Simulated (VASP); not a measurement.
# In4Ru (P4/mmm) in VASP: notebook

Runs on In4Ru. Level: PBE. Tasks: single point, relaxation of cell and atoms.

Program: VASP 6.6.1. These are calculated values, not measurements. Logs are shortened: lines on timing, memory, paths and dates and some standing lists are left out, and cuts for length are marked.

## (1) The cell of the first run

The structure is tetragonal, space group P4/mmm (No. 123). The conventional cell has a = 4.556 Å, b = 4.556 Å, c = 6.069 Å, α = 90.00°, β = 90.00°, γ = 90.00°. In (site symmetry 2mm) has 2 Ru at 2.76 Å and 6 In at 2.96 to 3.22 Å within 3.6 Å. Within 3.6 Å of Ru (site symmetry 4/mmm) lie 8 In at 2.76 Å.

The cell was generated, and may not be a known phase.

## (2) Single point, PBE

Contents of INCAR:

```
PREC = Accurate
ENCUT = 520
EDIFF = 1E-6
ISMEAR = 0
SIGMA = 0.1
LREAL = F
LASPH = T
NELM = 60
ALGO = Fast
ISIF = 2
LWAVE = F
LCHARG = F
GGA = PE
NBANDS = 41
```

Contents of KPOINTS:

```
regular mesh
0
Gamma
  8 8 6
```

Contents of POSCAR:

```
In4Ru
1.0
    4.5562473167      0.0000000000      0.0000000000
    0.0000000000      4.5562473167      0.0000000000
    0.0000000000      0.0000000000      6.0685462506
In Ru
4 1
Direct
    0.0000000000      0.5000000000      0.7439706965
    0.5000000000      0.0000000000      0.7439706965
    0.0000000000      0.5000000000      0.2560293035
    0.5000000000      0.0000000000      0.2560293035
    0.0000000000      0.0000000000      0.0000000000
```

Potentials or basis: VASP PAW PBE potentials, release 64 (In_d, Ru_pv).

Started as:

```
$ cat potpaw_PBE.64/In_d/POTCAR potpaw_PBE.64/Ru_pv/POTCAR > POTCAR
$ mpirun -np 1 vasp_std > vasp.out
```

OUTCAR:

```text
PREC = Accurate
   ENCUT = 520
   EDIFF = 1E-6
   ISMEAR = 0
   LREAL = F
   LASPH = T
   NELM = 60
   ISIF = 2
   GGA = PE

 ion  position               nearest neighbor table
   1  0.000  0.500  0.744-   5 2.76   5 2.76   3 2.96   3 3.11   2 3.22   2 3.22   2 3.22   2 3.22

   2  0.500  0.000  0.744-   5 2.76   5 2.76   4 2.96   4 3.11   1 3.22   1 3.22   1 3.22   1 3.22

   3  0.000  0.500  0.256-   5 2.76   5 2.76   1 2.96   1 3.11   4 3.22   4 3.22   4 3.22   4 3.22

   4  0.500  0.000  0.256-   5 2.76   5 2.76   2 2.96   2 3.11   3 3.22   3 3.22   3 3.22   3 3.22

   5  0.000  0.000  0.000-   1 2.76   2 2.76   3 2.76   4 2.76   1 2.76   3 2.76   2 2.76   4 2.76

  LATTYP: Found a simple tetragonal cell.
 ALAT       =     4.5562473167
 C/A-ratio  =     1.3319176570

  Lattice vectors:

 A1 = (   4.5562473167,   0.0000000000,   0.0000000000)
 A2 = (   0.0000000000,   4.5562473167,   0.0000000000)
 A3 = (   0.0000000000,   0.0000000000,   6.0685462506)

Analysis of symmetry for initial positions (statically):
=====================================================================
 Subroutine PRICEL returns:
 Original cell was already a primitive cell.

 Routine SETGRP: Setting up the symmetry group for a
 simple tetragonal supercell.

 Subroutine GETGRP returns: Found 16 space group operations
 (whereof 16 operations were pure point group operations)
 out of a pool of 16 trial point group operations.

The static configuration has the point symmetry D_4h.

Analysis of symmetry for dynamics (positions and initial velocities):
=====================================================================
 Subroutine PRICEL returns:
 Original cell was already a primitive cell.

 Routine SETGRP: Setting up the symmetry group for a
 simple tetragonal supercell.

 Subroutine GETGRP returns: Found 16 space group operations
 (whereof 16 operations were pure point group operations)
 out of a pool of 16 trial point group operations.

The dynamic configuration has the point symmetry D_4h.

 Subroutine INISYM returns: Found 16 space group operations
 (whereof 16 operations are pure point group operations),
 and found     1 'primitive' translations

----------------------------------------------------------------------------------------

                                     Primitive cell

  volume of cell :     125.9793

  direct lattice vectors                    reciprocal lattice vectors
     4.556247317  0.000000000  0.000000000     0.219478867  0.000000000  0.000000000
     0.000000000  4.556247317  0.000000000     0.000000000  0.219478867  0.000000000
     0.000000000  0.000000000  6.068546251     0.000000000  0.000000000  0.164784111

  length of vectors
     4.556247317  4.556247317  6.068546251     0.219478867  0.219478867  0.164784111

  position of ions in fractional coordinates (direct lattice)
     0.000000000  0.500000000  0.743970697
     0.500000000  0.000000000  0.743970697
     0.000000000  0.500000000  0.256029304
     0.500000000  0.000000000  0.256029304
     0.000000000  0.000000000  0.000000000

  ion indices of the primitive-cell ions
   primitive index   ion index
                 1           1
                 2           2
                 3           3
                 4           4
                 5           5

----------------------------------------------------------------------------------------

 KPOINTS: regular mesh

Automatic generation of k-mesh.
 Grid dimensions read from file:
 generate k-points for:    8    8    6

 Generating k-lattice:

  Cartesian coordinates                     Fractional coordinates (reciprocal lattice)
     0.027434858  0.000000000  0.000000000     0.125000000  0.000000000  0.000000000
     0.000000000  0.027434858  0.000000000     0.000000000  0.125000000  0.000000000
     0.000000000  0.000000000  0.027464019     0.000000000  0.000000000  0.166666667

  Length of vectors
     0.027434858  0.027434858  0.027464019

  Shift w.r.t. Gamma in fractional coordinates (k-lattice)
     0.000000000  0.000000000  0.000000000

 Subroutine IBZKPT returns following result:
 ===========================================

 Found     60 irreducible k-points:

 Following reciprocal coordinates:
            Coordinates               Weight
  0.000000  0.000000  0.000000      1.000000
  0.125000  0.000000  0.000000      4.000000
  0.250000  0.000000  0.000000      4.000000
  0.375000  0.000000  0.000000      4.000000
  0.500000  0.000000  0.000000      2.000000
  0.125000  0.125000  0.000000      4.000000
[... 16 lines left out ...]
  0.375000  0.125000  0.166667     16.000000
  0.500000  0.125000  0.166667      8.000000
 [... further k-points ...]
   k-points           NKPTS =     60   k-points in BZ     NKDIM =     60   number of bands    NBANDS=     41
   number of dos      NEDOS =    301   number of ions     NIONS =      5
   total plane-waves  NPLWV =  62208
   dimension x,y,z NGX =    36 NGY =   36 NGZ =   48
[... 36 lines left out ...]
  Fermi-wavevector in a.u.,A,eV,Ry     =   1.319744  2.493955 23.697600  1.741724
  Thomas-Fermi vector in A             =   2.449620
   LORBIT       =      0    0 simple, 1 ext, 2 COOP (PROOUT), +10 PAW based schemes
   GGA     = PE    functional components
   LHFCALC =     F    Hartree Fock is set to
   AEXX    =    0.0000 exact exchange contribution
   IVDW    =     0    specifies the selected vdW correction
   LEPSILON=     F    determine dielectric tensor
   LRPA    =     F    only Hartree local field effects (RPA)
 non-spin polarized calculation
 RMM-DIIS sequential band-by-band and
 Gauss-broadening in eV      SIGMA  =   0.10
  energy-cutoff  :      520.00
  volume of cell :      125.98
 maximum number of plane-waves:      3411
 NGX is ok and might be reduce to    36
   NGX = 17   NGY = 17   NGZ = 23

 number of electron      66.0000006 magnetization

 Free energy of the ion-electron system (eV)
  ---------------------------------------------------
  ext. energy  EPLUGINS =         0.00000000
  ---------------------------------------------------
  free energy    TOTEN  =       -19.18728304 eV

  energy without entropy =      -19.16965311  energy(sigma->0) =      -19.17846808

 E-fermi :   6.9674     XC(G=0): -10.2492

 val. band max:        6.9625447088   @ k =   0.3750   0.2500   0.3333
 cond. band min:       6.9719811986   @ k =   0.2500   0.1250   0.1667
 fundamental gap:      0.0094364898
 Fermi energy:         6.9673652854

 k-point     1 :       0.0000    0.0000    0.0000
  band No.  band energies     occupation
      1     -34.7929      2.00000
      2     -34.7929      2.00000
      3     -34.7888      2.00000
      4      -7.7298      2.00000
      5      -7.6266      2.00000
      6      -7.5653      2.00000
[... 33 lines left out ...]
     40      12.8460      0.00000
     41      12.8467      0.00000

 k-point     2 :       0.1250    0.0000    0.0000
  band No.  band energies     occupation
      1     -34.7930      2.00000
      2     -34.7929      2.00000
      3     -34.7888      2.00000
      4      -7.7216      2.00000
      5      -7.6047      2.00000
      6      -7.5617      2.00000
[... 33 lines left out ...]
     40      12.3077      0.00000
     41      12.4783      0.00000

 k-point     3 :       0.2500    0.0000    0.0000
  band No.  band energies     occupation
      1     -34.7934      2.00000
      2     -34.7929      2.00000
      3     -34.7886      2.00000
      4      -7.6991      2.00000
      5      -7.5771      2.00000
      6      -7.5413      2.00000
[... 33 lines left out ...]
     40      11.6728      0.00000
     41      12.8458      0.00000

 k-point     4 :       0.3750    0.0000    0.0000
  band No.  band energies     occupation
      1     -34.7938      2.00000
      2     -34.7928      2.00000
      3     -34.7885      2.00000
      4      -7.6673      2.00000
      5      -7.6013      2.00000
      6      -7.4524      2.00000
[... 825 lines left out ...]
     40      12.6715      0.00000
     41      13.0520      0.00000

 k-point    23 :       0.3750    0.1250    0.1667
  band No.  band energies     occupation
      1     -34.7938      2.00000
      2     -34.7930      2.00000
      3     -34.7884      2.00000
      4      -7.6351      2.00000
      5      -7.5671      2.00000
      6      -7.4674      2.00000
[... 33 lines left out ...]
     40      12.4805      0.00000
     41      13.0162      0.00000

 k-point    24 :       0.5000    0.1250    0.1667
  band No.  band energies     occupation
      1     -34.7940      2.00000
      2     -34.7930      2.00000
      3     -34.7883      2.00000
      4      -7.6014      2.00000
      5      -7.5991      2.00000
      6      -7.4569      2.00000
[... 33 lines left out ...]
     40      12.0718      0.00000
     41      13.3826      0.00000

 [... further k-points ...]

------------------------ aborting loop because EDIFF is reached ----------------------------------------

  FORCE on cell =-STRESS in cart. coord.  units (eV):
  Direction    XX          YY          ZZ          XY          YZ          ZX
  --------------------------------------------------------------------------------------
  -------------------------------------------------------------------------------------
  Total        0.0510976      0.0510976      0.0416248      0.0000000     -0.0000000     -0.0000000
  in kB        0.6498484      0.6498484      0.5293747      0.0000000     -0.0000000     -0.0000000
  external PRESSURE =       0.6096905 kB  Pullay stress =       0.0000000 kB

 VOLUME and BASIS-vectors are now :
 -----------------------------------------------------------------------------
  energy-cutoff  :      520.00
  volume of cell :      125.98
      direct lattice vectors                 reciprocal lattice vectors
     4.556247317  0.000000000  0.000000000     0.219478867  0.000000000  0.000000000
     0.000000000  4.556247317  0.000000000     0.000000000  0.219478867  0.000000000
     0.000000000  0.000000000  6.068546251     0.000000000  0.000000000  0.164784111

 POSITION                                       TOTAL-FORCE (eV/Angst)
 -----------------------------------------------------------------------------------
      0.00000      2.27812      4.51482        -0.000000     -0.000000      0.000797
      2.27812      0.00000      4.51482         0.000000     -0.000000      0.000797
      0.00000      2.27812      1.55373        -0.000000      0.000000     -0.000797
      2.27812      0.00000      1.55373         0.000000     -0.000000     -0.000797
      0.00000      0.00000      0.00000        -0.000000     -0.000000      0.000000
 -----------------------------------------------------------------------------------
    total drift:                                0.000000      0.000000     -0.000000

  FREE ENERGIE OF THE ION-ELECTRON SYSTEM (eV)
  ---------------------------------------------------
  free  energy   TOTEN  =       -19.1872830445 eV

  energy  without entropy=      -19.1696531121  energy(sigma->0) =      -19.17846808
```

Run time: 7.7 min. Hardware: 1 thread of Intel Xeon 8259CL, shared host; peak memory 0.41 GiB.

Results:

- Free energy: -19.1873 eV
- Pressure: 0.1 GPa
- Band gap on the k mesh: zero (bands 33 and 34 overlap by 2.93 eV)

Levels at points of the mesh, in eV from the Fermi level:
```tsv
k point	band 31	band 32	band 33	band 34	band 35	band 36
(0.00, 0.00, 0.00)	-0.93	-0.93	-0.45	-0.38	1.75	3.87
(0.50, 0.00, 0.00)	-1.33	-1.02	-0.25	0.68	1.17	2.06
(0.50, 0.50, 0.00)	-0.84	-0.84	-0.78	-0.58	-0.15	-0.15
(0.00, 0.00, 0.50)	-0.93	0.12	0.12	1.55	1.96	1.96
(0.50, 0.00, 0.50)	-0.95	-0.90	2.14	2.47	2.51	2.80
(0.50, 0.50, 0.50)	-2.07	-1.11	-0.77	-0.74	-0.74	0.75
```

Caveat: spin-orbit coupling is left out, which moves the levels of the heavy elements.

## (3) Single point, PBE, collinear spin, ferromagnetic start

This run uses another cell than the first one, of 25.28 Å³/atom.

Contents of INCAR:

```
ALGO = Normal ; EDIFF = 1E-7
ENCUT = 520 ; GGA = PE
ISIF = 2 ; ISMEAR = 0
ISPIN = 2 ; LASPH = T
LCHARG = T ; LELF = T
LMAXMIX = 4 ; LORBIT = 11
LREAL = F ; LVHAR = T
LWAVE = F ; MAGMOM = 0 0 0 0 1
NBANDS = 45 ; NELM = 150
PREC = Accurate ; SIGMA = 0.1
```

Contents of KPOINTS:

```
k-points
0
Gamma
  4 4 4
```

Contents of POSCAR:

```
In4Ru
1.0
    4.5758224792      0.0000000000      0.0000000000
    0.0000000000      4.5758224792      0.0000000000
    0.0000000000      0.0000000000      6.0357226795
In Ru
4 1
Direct
    0.0000000000      0.5000000000      0.7438992541
    0.5000000000      0.0000000000      0.7438992541
    0.0000000000      0.5000000000      0.2561007459
    0.5000000000      0.0000000000      0.2561007459
    0.0000000000      0.0000000000      0.0000000000
```

Potentials or basis: VASP PAW PBE potentials, release 64 (In_d, Ru_pv).

Started as:

```
$ cat potpaw_PBE.64/In_d/POTCAR potpaw_PBE.64/Ru_pv/POTCAR > POTCAR
$ mpirun -np 1 vasp_std > vasp.out
```

Wall time 4.5 min (1 thread of Intel Xeon 8259CL, shared host); peak memory 0.37 GiB.

It converged, with:

| Property | Result |
| --- | --- |
| Free energy | -19.1711 eV |
| Pressure | -0.1 GPa |
| Largest force | 0.012 eV/Å |
| Band gap on the k mesh | zero (filled and empty bands overlap) |
| Net moment | 0.00 μB per cell |
| Valence electrons inside the program's atomic spheres | In 11.41; Ru 12.67 |

Forces in eV/Å, atoms in the order of the input:
```
In   0.000  0.000 -0.012
In   0.000  0.000 -0.012
In   0.000  0.000  0.012
In   0.000  0.000  0.012
Ru   0.000  0.000  0.000
```

Stress tensor (GPa, compression positive):
```
-0.14  0.00  0.00
 0.00 -0.14  0.00
 0.00  0.00  0.05
```

Levels at points of the mesh, in eV from the Fermi level:
Spin up:
```tsv
k point	band 29	band 30	band 31	band 32	band 33	band 34	band 35	band 36	band 37	band 38
(0.00, 0.00, 0.00)	-2.02	-0.96	-0.96	-0.94	-0.50	-0.39	1.73	3.89	3.89	3.99
(0.50, 0.00, 0.00)	-1.73	-1.52	-1.34	-1.06	-0.27	0.70	1.11	2.00	2.51	3.88
(0.50, 0.50, 0.00)	-3.40	-1.17	-0.87	-0.87	-0.82	-0.54	-0.14	-0.06	1.55	1.55
(0.00, 0.00, 0.50)	-1.73	-1.42	-0.94	0.10	0.10	1.66	1.95	1.95	2.51	2.93
(0.50, 0.00, 0.50)	-1.81	-1.43	-0.94	-0.93	2.08	2.44	2.49	2.78	2.84	3.89
(0.50, 0.50, 0.50)	-2.98	-2.24	-2.02	-1.13	-0.81	-0.74	-0.74	0.76	4.71	4.71
```
Spin down:
```tsv
k point	band 29	band 30	band 31	band 32	band 33	band 34	band 35	band 36	band 37	band 38
(0.00, 0.00, 0.00)	-2.02	-0.96	-0.96	-0.94	-0.50	-0.39	1.73	3.89	3.89	3.99
(0.50, 0.00, 0.00)	-1.73	-1.52	-1.34	-1.06	-0.27	0.70	1.11	2.00	2.51	3.88
(0.50, 0.50, 0.00)	-3.40	-1.17	-0.87	-0.87	-0.82	-0.54	-0.14	-0.06	1.55	1.55
(0.00, 0.00, 0.50)	-1.73	-1.42	-0.94	0.10	0.10	1.66	1.95	1.95	2.51	2.93
(0.50, 0.00, 0.50)	-1.81	-1.43	-0.94	-0.93	2.08	2.44	2.49	2.78	2.84	3.89
(0.50, 0.50, 0.50)	-2.98	-2.24	-2.02	-1.13	-0.81	-0.74	-0.74	0.76	4.71	4.71
```

Caveat: spin-orbit coupling is left out, which moves the levels of the heavy elements.

## (4) Relaxation of cell and atoms, PBE

This run uses another cell than the first one, of 34.40 Å³/atom.

Contents of INCAR:

```
SYSTEM = In4Ru
PREC = Accurate
ENCUT = 600
EDIFF = 1E-6
ISMEAR = 0
SIGMA = 0.1
LREAL = .FALSE.
LASPH = .TRUE.
NELM = 100
ALGO = Fast
ISIF = 3
LWAVE = .FALSE.
LCHARG = .FALSE.
GGA = PE
IBRION = 2
NSW = 100
EDIFFG = -0.01
```

Contents of KPOINTS:

```
Automatic mesh
0
G
  4 4 10
  0 0 0
```

Contents of POSCAR:

```
In4Ru
1.0
    7.3990128382      0.0000000000      0.0000000000
    0.0000000000      7.3990128382      0.0000000000
    0.0000000000      0.0000000000      3.1414800768
In Ru
4 1
Direct
    0.1940345422      0.5000000000      0.5000000000
    0.8059654578      0.5000000000      0.5000000000
    0.5000000000      0.1940345422      0.5000000000
    0.5000000000      0.8059654578      0.5000000000
    0.5000000000      0.5000000000      0.0000000000
```

Started as:

```
$ cat potpaw_PBE.64/In_d/POTCAR potpaw_PBE.64/Ru_pv/POTCAR > POTCAR
$ mpirun -np 1 vasp_std > vasp.out
```

Run time: 22 min. Hardware: 1 thread of Intel Xeon 8259CL, shared host; peak memory 0.49 GiB.

The run converged. Its results:

```
Free energy                           : -18.8301 eV
Relaxed volume                        : 34.43 Å³/atom
Relaxed cell                          : a = 7.363 Å, b = 7.363 Å, c = 3.176 Å, α = 90.00°, β = 90.00°, γ = 90.00°
Space group after relaxing (to 0.1 Å) : P4/mmm (No. 123)
Energy gained by relaxing             : 1.5 meV/atom
Ionic steps                           : 5
Pressure after relaxing               : 0.0 GPa
Band gap on the k mesh                : zero (bands 33 and 34 overlap by 0.81 eV)
```

Forces in eV/Å, atoms in the order of the input:
```
In  -0.002  0.000  0.000
In   0.002  0.000  0.000
In   0.000 -0.002  0.000
In   0.000  0.002  0.000
Ru   0.000  0.000  0.000
```

The path:
```
step  energy change (eV)  largest force (eV/Å)  pressure (GPa)  volume (Å³)
   1              0.0000                0.0041            0.14       171.98
   2             -0.0069                0.0262           -0.15       172.70
   3             -0.0070                0.0288           -0.16       172.75
   4             -0.0073                0.0273            0.13       171.91
   5             -0.0074                0.0024           -0.01       172.17
```

Final structure:
```
CELL_PARAMETERS angstrom
7.36316 0.00000 0.00000
0.00000 7.36316 0.00000
0.00000 0.00000 3.17565
ATOMIC_POSITIONS crystal
In 0.19414 0.50000 0.50000
In 0.80586 0.50000 0.50000
In 0.50000 0.19414 0.50000
In 0.50000 0.80586 0.50000
Ru 0.50000 0.50000 0.00000
```

Levels at points of the mesh, in eV from the Fermi level:
```tsv
k point	band 31	band 32	band 33	band 34	band 35	band 36
(0.00, 0.00, 0.00)	-1.71	-0.84	-0.84	0.23	0.23	1.14
(0.50, 0.00, 0.00)	-1.64	-0.87	-0.84	0.21	0.58	1.21
(0.50, 0.50, 0.00)	-1.29	-0.87	-0.87	-0.24	0.62	1.89
(0.00, 0.00, 0.50)	-0.94	-0.54	-0.54	0.62	0.99	1.04
(0.50, 0.00, 0.50)	-2.02	-1.33	-0.52	0.70	0.86	1.24
(0.50, 0.50, 0.50)	-2.01	-2.01	-1.33	0.27	0.85	1.13
```

Caveat: spin-orbit coupling is left out, which moves the levels of the heavy elements.

## (5) Summary

| task | spin | cell | k mesh | cutoff (eV) | gap on the mesh (eV) | pressure (GPa) |
| --- | --- | --- | --- | --- | --- | --- |
| single point | off | a = 4.556, b = 4.556, c = 6.069 Å, 5 atoms, atomic positions A | 8 × 8 × 6 | 520 | none | 0.1 |
| single point | collinear, ferromagnetic start | a = 4.576, b = 4.576, c = 6.036 Å, 5 atoms, atomic positions A | 4 × 4 × 4 | 520 | none | -0.1 |
| relaxation of cell and atoms | off | relaxed from a = 7.399, b = 7.399, c = 3.141 Å, 5 atoms, atomic positions B | 4 × 4 × 10 | 600 | none | 0.0 |

Alike in all rows: level PBE; potentials or basis VASP PAW PBE potentials, release 64 (In_d, Ru_pv); smearing gaussian 0.1 eV.

Caveats: spin-orbit coupling is left out, which moves the levels of the heavy elements.

Total energies depend on the potentials used, so only differences within one code and one set of settings carry meaning.

The gap in the log of VASP goes by the Fermi energy; the results here count the filled bands.